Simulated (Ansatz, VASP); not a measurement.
# Two plane-wave programs on SnO

INCAR

```
SYSTEM = SnO
PREC = Accurate ; ENCUT = 910
EDIFF = 1E-6 ; ISMEAR = 0
SIGMA = 0.05 ; LREAL = .False.
LASPH = .True. ; NELM = 120
ALGO = Normal ; ISIF = 2
LWAVE = .False. ; LCHARG = .True.
LDIPOL = .True. ; IDIPOL = 3
DIPOL = 0.5 0.5 0.399 ; GGA = PE
IVDW = 12 ; LELF = .True.
LVHAR = .True. ; LVACPOTAV = .True.
NBANDS = 50 ; GGA_COMPAT = .False.
NELMDL = -8
```

File KPOINTS:

```
Automatic mesh
0
Gamma
  7 7 1
  0 0 0
```

File POSCAR:

```
SnO
1.0
    3.8201630918      0.0000000000      0.0000000000
    0.0000000000      3.8201630918      0.0000000000
    0.0000000000      0.0000000000     22.2260821141
Sn O
4 4
Direct
    0.7500000000      0.2500000000      0.2024648328
    0.2500000000      0.7500000000      0.3087832134
    0.3750000000      1.1250000000      0.4887519537
   -0.1250000000      1.6250000000      0.5950703343
    0.2500000000      0.2500000000      0.2556240231
    0.7500000000      0.7500000000      0.2556240231
   -0.1250000000      1.1250000000      0.5419111440
    0.3750000000      1.6250000000      0.5419111440
```

Input for Ansatz:

```yaml
crystal:
  lattice:
    - [3.8201630918, 0.0, 0.0]
    - [0.0, 3.8201630918, 0.0]
    - [0.0, 0.0, 22.2260821141]
  atoms:
    - { symbol: Sn, position: [0.75, 0.25, 0.2024648328] }
    - { symbol: O, position: [0.25, 0.25, 0.2556240231] }
    - { symbol: O, position: [0.75, 0.75, 0.2556240231] }
    - { symbol: Sn, position: [0.25, 0.75, 0.3087832134] }
    - { symbol: Sn, position: [0.375, 1.125, 0.4887519537] }
    - { symbol: O, position: [-0.125, 1.125, 0.541911144] }
    - { symbol: O, position: [0.375, 1.625, 0.541911144] }
    - { symbol: Sn, position: [-0.125, 1.625, 0.5950703343] }
basis:
  ecutwfc: 420
kpoints:
  mp_grid: { grid: [7, 7, 1] }
hamiltonian:
  xc: pbe
  pseudopotentials: { kind: paw, azcp: { folder: soft_1 } }
  dispersion: d3bj
scf:
  occupations: { method: gaussian, width: 0.05 }
output:
  forces: true
  eigenvalues: true
efield:
  axis: 3
  dipole_correction: true
  ramp_width: 0.04
```

Alike in both runs: task single point; functional PBE; dispersion D3(BJ); k mesh 7 × 7 × 1; occupations gaussian, width 0.05 eV; no spin polarisation.

|  | VASP | Ansatz |
| --- | --- | --- |
| version | VASP 6.6.1 | Ansatz 0.2.0 |
| potentials or method | VASP PAW PBE potentials, release 64 (Sn_d, O_h), cutoff 910 eV | scalar-relativistic, plane waves, PAW |
| valence electrons in the cell | 80 | 80 |

```tsv
	VASP	Ansatz	Ansatz less VASP
gap on the k mesh at the Fermi level (eV)	2.37	2.37	+0.006
least direct gap on the mesh (eV)	2.53	2.57	+0.042
rms of the force components (eV/Å)	0.039	0.015	-0.0234
```

Noted on VASP's run: the cutoff is short for stress, so the pressure is rough.
